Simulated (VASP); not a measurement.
Runs of VASP 6.6.1 on Y. The structure is that of space group Pm-3m (No. 221), or close to it. The cells are those of the table. 

| cell | k mesh | gap on the mesh (eV) | pressure (GPa) | moment (μB) |
| --- | --- | --- | --- | --- |
| a = 3.154 Å, 1 atom | 11 × 11 × 11 | none | 3.7 | (b) |
| a = 3.291 Å, 1 atom | 10 × 10 × 10 | none | 0.0 | 0.90 |
| a = 3.247 Å, 1 atom | 11 × 11 × 11 | none | 1.1 | 0.93 |
| a = 3.291 Å, 1 atom | 11 × 11 × 11 | none | -0.1 | 0.93 |
| a = 3.377 Å, 1 atom | 11 × 11 × 11 | none | -2.0 | (c) |
| a = 3.201 Å, 1 atom | 11 × 11 × 11 | none | 2.4 | 0.91 |
| a = 3.335 Å, 1 atom | 11 × 11 × 11 | none | (a) | 0.93 |
| a = 3.418 Å, 1 atom | 11 × 11 × 11 | none | -2.7 | 0.91 |

Alike in all rows: task single point; level r2SCAN; potentials or basis VASP PAW PBE potentials, release 64 (Y_sv); spin collinear, ferromagnetic start; cutoff (eV) 520; smearing fermi-dirac 0.05 eV.

**Question.** Estimate the missing entries.

**Answer.** (a) -1.1; (b) 0.83; (c) 0.92.

Caveats: the PAW data sets were made with another functional, which shifts forces and pressure a little.

A k mesh can miss the band edges, and the runs leave out spin-orbit coupling on Y.

A gap of «none» marks levels without a gap at the run's occupations.
